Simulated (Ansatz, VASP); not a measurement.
**One calculation of Be, two programs**

```xyz
17
Lattice="-2.2900 -3.9664 0.0000 3.4350 -1.9832 0.0000 0.0000 0.0000 7.1769" Properties=species:S:1:pos:R:3 pbc="T T T"
Be   -0.0378   -3.9487    0.0267
Be   -0.3320   -2.1648    1.5387
Be    0.1379   -4.5633    3.6354
Be   -0.1585   -2.7799    5.1492
Be   -1.2977   -2.0367   -0.2306
Be    2.7651   -2.3735    2.5853
Be   -1.3982   -1.8769    3.4478
Be    2.2765   -2.5657    5.0763
Be    0.9527   -2.0446   -0.2619
Be    1.2971   -0.7859    1.7768
Be    0.7998   -1.9789    3.3979
Be    1.1401   -0.7187    5.4368
Be   -0.1853   -0.1995    0.1037
Be    1.2061   -4.8534    1.7286
Be    0.6371    0.2070    3.7741
Be    1.1025   -4.7012    5.4091
Be    1.4567   -2.9715    1.3986
```

Alike in both runs: functional PBE; k mesh 5 × 5 × 3; occupations gaussian, width 0.15 eV; no spin polarisation.

Ansatz relaxed the structure, and its values are those at the end. VASP's run is a single point on that final structure, the one shown.

```csv
,VASP,Ansatz
version,VASP 6.6.1,Ansatz 0.2.0
potentials or method,"VASP PAW PBE potentials, release 64 (Be), cutoff 520 eV","scalar-relativistic, plane waves, PAW"
valence electrons in the cell,34,34
```

|  | VASP | Ansatz | Ansatz less VASP |
| --- | --- | --- | --- |
| rms of the force components (eV/Å) | 0.010 | 0.010 | +0.0004 |

With one functional, cell and mesh, what is left measures potentials, basis and numerics.
